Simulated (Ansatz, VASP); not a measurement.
## Au in VASP and in Ansatz

```
Au
1.0
     2.82561    0.00000    0.00000
     0.00000    2.82561    0.00000
     0.00000    0.00000    2.82561
Au
1
Direct
  0.00000 0.00000 0.00000
```

Alike in both runs: functional LDA; k mesh 16 × 16 × 16; occupations fermi-dirac, width 0.05 eV; no spin polarisation.

Ansatz relaxed the structure, and its values are those at the end. VASP's run is a single point on that final structure, the one shown.

```csv
,VASP,Ansatz
version,VASP 6.6.1,Ansatz 0.2.0
potentials or method,"VASP PAW LDA potentials, release 64 (Au), cutoff 520 eV","all-electron LAPW, non-relativistic"
```

Ansatz gave:

- pressure (GPa): 0.0

Task: What did VASP give for the same quantities?

Result: Pressure (GPa): -15.4.

LDA's correlation is that of Perdew and Zunger in VASP and of Perdew and Wang (1992) in Ansatz. One of these differences is far larger than is usual between the two programs; its cause wasn't traced. Ansatz ran all-electron here, and VASP with PAW potentials.

Spin-orbit coupling is off throughout.
